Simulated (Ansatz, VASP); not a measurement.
One calculation of C, two programs

```xyz
2
Lattice="0.0000 1.7801 1.7112 1.7801 0.0000 1.7112 1.7801 1.7801 0.0000" Properties=species:S:1:pos:R:3 pbc="T T T"
C     0.0000    0.0000    0.0000
C     0.8901    0.8901    0.8556
```

Change from the starting cell: uniaxial_z strain -3.9%.

Alike in both runs: task single point; functional HSE06; k mesh 8 × 8 × 8; no spin polarisation.

```csv
,VASP,Ansatz
version,VASP 6.6.1,Ansatz 0.2.0
potentials or method,"VASP PAW PBE potentials, release 64 (C)","plane waves, PAW"
plane-wave cutoff (eV),520,420
occupations,"gaussian, width 0.01 eV",fixed
valence electrons in the cell,8,8
```

```tsv
	VASP	Ansatz	Ansatz less VASP
gap on the k mesh at the Fermi level (eV)	4.31	4.32	+0.009
pressure (GPa)	14.4	13.3	-1.08
traceless stress, the component that is largest in VASP (GPa)	25.90	25.92	+0.026
```

Ansatz's warnings: stress exchange threshold loose, stress scf threshold loose.
